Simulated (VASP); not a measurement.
# C (P6_3/mmc) in VASP: notebook, part 2 of 2

VASP 6.6.1. Earlier steps stand in the parts before.

## 3. Single point, PBE (strain +0.000 along x and y, +0.025 along z)

The COD entry that gives the cell may itself be a prediction, so a difference from it is no test against experiment.

The input, INCAR:

```
PREC = Accurate
ENCUT = 520
EDIFF = 1E-6
ISMEAR = 0
SIGMA = 0.05
LREAL = False
LASPH = True
NELM = 80
ALGO = Normal
ISIF = 2
LWAVE = False
LCHARG = False
GGA = PE
NBANDS = 26
```

The input, KPOINTS:

```
regular mesh
0
Gamma
  12 12 4
```

The input, POSCAR:

```
C
1.0
    2.5180184915      0.0000000000      0.0000000000
   -1.2590092457      2.1806679808      0.0000000000
    0.0000000000      0.0000000000      8.5122028864
C
8
Direct
    0.0000000000      0.0000000000      0.0929681641
    0.0000000000      0.0000000000      0.5929681641
    0.0000000000      0.0000000000      0.4070318359
    0.0000000000      0.0000000000      0.9070318359
    0.3333333333      0.6666666667      0.1555285626
    0.6666666667      0.3333333333      0.6555285626
    0.3333333333      0.6666666667      0.3444714374
    0.6666666667      0.3333333333      0.8444714374
```

Potentials or basis: VASP PAW PBE potentials, release 64 (C).

On the command line:

```sh
cat potpaw_PBE.64/C/POTCAR > POTCAR
mpirun -np 1 vasp_std > vasp.out
```

OUTCAR:

```text
PREC = Accurate
   ENCUT = 520
   EDIFF = 1E-6
   ISMEAR = 0
   LREAL = False
   LASPH = True
   NELM = 80
   ISIF = 2
   GGA = PE

 ion  position               nearest neighbor table
   1  0.000  0.000  0.093-   5 1.55   5 1.55   5 1.55   4 1.58
   2  0.000  0.000  0.593-   6 1.55   6 1.55   6 1.55   3 1.58
   3  0.000  0.000  0.407-   7 1.55   7 1.55   7 1.55   2 1.58
   4  0.000  0.000  0.907-   8 1.55   8 1.55   8 1.55   1 1.58
   5  0.333  0.667  0.156-   1 1.55   1 1.55   1 1.55   7 1.61
   6  0.667  0.333  0.656-   2 1.55   2 1.55   2 1.55   8 1.61
   7  0.333  0.667  0.344-   3 1.55   3 1.55   3 1.55   5 1.61
   8  0.667  0.333  0.844-   4 1.55   4 1.55   4 1.55   6 1.61

  LATTYP: Found a hexagonal cell.
 ALAT       =     2.5180184915
 C/A-ratio  =     3.3805164319

  Lattice vectors:

 A1 = (   2.5180184915,   0.0000000000,   0.0000000000)
 A2 = (  -1.2590092457,   2.1806679808,   0.0000000000)
 A3 = (   0.0000000000,   0.0000000000,   8.5122028864)

Analysis of symmetry for initial positions (statically):
=====================================================================
 Subroutine PRICEL returns:
 Original cell was already a primitive cell.

 Routine SETGRP: Setting up the symmetry group for a
 hexagonal supercell.

 Subroutine GETGRP returns: Found 24 space group operations
 (whereof 12 operations were pure point group operations)
 out of a pool of 24 trial point group operations.

The static configuration has the point symmetry D_3d.
 The point group associated with its full space group is D_6h.

Analysis of symmetry for dynamics (positions and initial velocities):
=====================================================================
 Subroutine PRICEL returns:
 Original cell was already a primitive cell.

 Routine SETGRP: Setting up the symmetry group for a
 hexagonal supercell.

 Subroutine GETGRP returns: Found 24 space group operations
 (whereof 12 operations were pure point group operations)
 out of a pool of 24 trial point group operations.

The dynamic configuration has the point symmetry D_3d.
 The point group associated with its full space group is D_6h.

 Subroutine INISYM returns: Found 24 space group operations
 (whereof 12 operations are pure point group operations),
 and found     1 'primitive' translations

----------------------------------------------------------------------------------------

                                     Primitive cell

  volume of cell :      46.7402

  direct lattice vectors                    reciprocal lattice vectors
     2.518018491  0.000000000  0.000000000     0.397137671  0.229287541  0.000000000
    -1.259009246  2.180667981  0.000000000     0.000000000  0.458575083  0.000000000
     0.000000000  0.000000000  8.512202886     0.000000000  0.000000000  0.117478403

  length of vectors
     2.518018491  2.518018491  8.512202886     0.458575083  0.458575083  0.117478403

  position of ions in fractional coordinates (direct lattice)
     0.000000000  0.000000000  0.092968164
     0.000000000  0.000000000  0.592968164
     0.000000000  0.000000000  0.407031836
     0.000000000  0.000000000  0.907031836
     0.333333333  0.666666667  0.155528563
     0.666666667  0.333333333  0.655528563
     0.333333333  0.666666667  0.344471437
[... 40 lines left out ...]
            Coordinates               Weight
  0.000000  0.000000  0.000000      1.000000
  0.083333  0.000000  0.000000      6.000000
  0.166667 -0.000000  0.000000      6.000000
  0.250000 -0.000000  0.000000      6.000000
  0.333333 -0.000000  0.000000      6.000000
  0.416667  0.000000  0.000000      6.000000
[... 16 lines left out ...]
  0.250000 -0.000000  0.250000     12.000000
  0.333333 -0.000000  0.250000     12.000000
 [... further k-points ...]
   k-points           NKPTS =     57   k-points in BZ     NKDIM =     57   number of bands    NBANDS=     26
   number of dos      NEDOS =    301   number of ions     NIONS =      8
   total plane-waves  NPLWV =  25600
   dimension x,y,z NGX =    20 NGY =   20 NGZ =   64
   dimension x,y,z NGXF=    40 NGYF=   40 NGZF=  128
   ions per type =               8
   NGX,Y,Z   is equivalent  to a cutoff of  13.20, 13.20, 12.50 a.u.
   NGXF,Y,Z  is equivalent  to a cutoff of  26.41, 26.41, 25.00 a.u.
 SYSTEM =  unknown system
   PREC   = accura    normal or accurate (medium, high low for compatibility)
   ISTART =      0    job   : 0-new  1-cont  2-samecut
   ICHARG =      2    charge: 1-file 2-atom 10-const
   ISPIN  =      1    spin polarized calculation?
   LNONCOLLINEAR =      F non collinear calculations
   LSORBIT =      F    spin-orbit coupling
   LASPH  =      T    aspherical Exc in radial PAW
   ENCUT  =  520.0 eV  38.22 Ry    6.18 a.u.   4.68  4.68 15.83*2*pi/ulx,y,z
   NELM   =     80;   NELMIN=  2; NELMDL= -5     # of ELM steps
   EDIFF  = 0.1E-05   stopping-criterion for ELM
   LREAL  =      F    real-space projection
   EDIFFG = 0.1E-04   stopping-criterion for IOM
   NSW    =      0    number of steps for IOM
   IBRION =     -1    ionic relax: 0-MD 1-quasi-New 2-CG
   NFREE  =      0    steps in history (QN), initial steepest desc. (CG)
   ISIF   =      2    stress and relaxation
   ISYM   =      2    0-nonsym 1-usesym 2-fastsym
   POTIM  = 0.5000    time-step for ionic-motion
   TEBEG  =    0.0;   TEEND  =   0.0 temperature during run
   PSTRESS=    0.0 pullay stress
   NELECT =      32.0000    total number of electrons
   NUPDOWN=      -1.0000    fix difference up-down
   EMIN   =  10.00;   EMAX   =-10.00  energy-range for DOS
   EFERMI =   0.00;   METHOD = LEGACY
   ISMEAR =     0;   SIGMA  =   0.05  broadening in eV -4-tet -1-fermi 0-gaus
   EFERMI_NEDOS =   21; number of points for ismear=-14 and -15
   IALGO  =     38    algorithm
   IMIX   =      4    mixing-type and parameters
     AMIX     =   0.40;   BMIX     =  1.00
     AMIX_MAG =   1.60;   BMIX_MAG =  1.00
  volume/ion in A,a.u.               =       5.84        39.43
  Fermi-wavevector in a.u.,A,eV,Ry     =   1.442873  2.726634 28.325719  2.081882
  Thomas-Fermi vector in A             =   2.561344
   LORBIT       =      0    0 simple, 1 ext, 2 COOP (PROOUT), +10 PAW based schemes
   GGA     = PE    functional components
   LHFCALC =     F    Hartree Fock is set to
   AEXX    =    0.0000 exact exchange contribution
   IVDW    =     0    specifies the selected vdW correction
   LEPSILON=     F    determine dielectric tensor
   LRPA    =     F    only Hartree local field effects (RPA)
 non-spin polarized calculation
 Gauss-broadening in eV      SIGMA  =   0.05
  energy-cutoff  :      520.00
  volume of cell :       46.74
 maximum number of plane-waves:      1276
 NGX is ok and might be reduce to    20
   NGX =  9   NGY =  9   NGZ = 31

 number of electron      31.9999998 magnetization

 Free energy of the ion-electron system (eV)
  ---------------------------------------------------
  ext. energy  EPLUGINS =         0.00000000
  ---------------------------------------------------
  free energy    TOTEN  =       -72.57187310 eV

  energy without entropy =      -72.57187310  energy(sigma->0) =      -72.57187310

 E-fermi :   9.6738     XC(G=0): -13.1021

 val. band max:        9.4237300556   @ k =   0.0000   0.0000   0.0000
 cond. band min:      14.0893308087   @ k =   0.4167   0.0000   0.0000
 fundamental gap:      4.6656007531
 Fermi energy:         9.6737962168

 k-point     1 :       0.0000    0.0000    0.0000
  band No.  band energies     occupation
      1     -11.7956      2.00000
      2     -10.2524      2.00000
      3     -10.1457      2.00000
      4      -6.6295      2.00000
      5      -3.7215      2.00000
      6       2.4736      2.00000
[... 685 lines left out ...]
     25      19.8356      0.00000
     26      20.9615      0.00000

 [... further k-points ...]
[... 5 lines left out ...]
  --------------------------------------------------------------------------------------
  -------------------------------------------------------------------------------------
  Total       -0.0493217     -0.0493217     -8.0925778     -0.0000000      0.0000000     -0.0000000
  in kB       -1.6906670     -1.6906670   -277.4003696     -0.0000000      0.0000000     -0.0000000
  external PRESSURE =     -93.5939012 kB  Pullay stress =       0.0000000 kB

 VOLUME and BASIS-vectors are now :
 -----------------------------------------------------------------------------
  energy-cutoff  :      520.00
  volume of cell :       46.74
      direct lattice vectors                 reciprocal lattice vectors
     2.518018491  0.000000000  0.000000000     0.397137671  0.229287541  0.000000000
    -1.259009246  2.180667981  0.000000000     0.000000000  0.458575083  0.000000000
     0.000000000  0.000000000  8.512202886     0.000000000  0.000000000  0.117478403

 POSITION                                       TOTAL-FORCE (eV/Angst)
 -----------------------------------------------------------------------------------
      0.00000      0.00000      0.79136        -0.000000      0.000000      0.037230
      0.00000      0.00000      5.04747         0.000000     -0.000000      0.037230
      0.00000      0.00000      3.46474         0.000000      0.000000     -0.037230
      0.00000      0.00000      7.72084         0.000000      0.000000     -0.037230
     -0.00000      1.45378      1.32389        -0.000000      0.000000     -0.016826
      1.25901      0.72689      5.57999         0.000000      0.000000     -0.016826
     -0.00000      1.45378      2.93221        -0.000000      0.000000      0.016826
      1.25901      0.72689      7.18831         0.000000     -0.000000      0.016826
 -----------------------------------------------------------------------------------
    total drift:                                0.000000     -0.000000      0.000000

  FREE ENERGIE OF THE ION-ELECTRON SYSTEM (eV)
  ---------------------------------------------------
  free  energy   TOTEN  =       -72.5718730976 eV

  energy  without entropy=      -72.5718730976  energy(sigma->0) =      -72.57187310
```

Run time: 35 s. Hardware: 1 thread of Intel Xeon 6975P-C (Granite Rapids), shared host; peak memory 0.18 GiB.

What came out:

```yaml
Free_energy: -72.5719 eV
Pressure: -9.4 GPa
Largest_force: 0.037 eV/Å
Band_gap_on_the_k_mesh: 4.67 eV, indirect (least direct gap 4.80 eV)
```

Forces on the atoms (eV/Å):
```
C    0.000  0.000  0.037
C    0.000  0.000  0.037
C    0.000  0.000 -0.037
C    0.000  0.000 -0.037
C    0.000  0.000 -0.017
C    0.000  0.000 -0.017
C    0.000  0.000  0.017
C    0.000  0.000  0.017
```

Stress tensor (GPa, compression positive):
```
 -0.17   0.00   0.00
  0.00  -0.17   0.00
  0.00   0.00 -27.74
```

Levels at points of the mesh, in eV from the valence-band top:
```csv
k point,band 12,band 13,band 14,band 15,band 16,band 17,band 18,band 19,band 20,band 21
"(0.00, 0.00, 0.00)",-1.53,-1.53,-0.23,0.00,0.00,4.80,5.51,5.51,7.18,7.18
"(0.50, 0.00, 0.00)",-4.80,-4.72,-4.67,-3.60,-2.98,4.87,5.16,6.08,6.12,6.14
"(0.00, 0.00, 0.50)",-2.35,-0.56,-0.56,-0.56,-0.56,6.19,6.19,6.19,6.19,6.42
"(0.50, 0.00, 0.50)",-5.69,-4.60,-4.60,-3.59,-3.59,5.17,5.17,6.60,6.60,7.42
```

Caveat: the cell differs from its parent crystal (strain +0.000 along x and y, +0.025 along z).
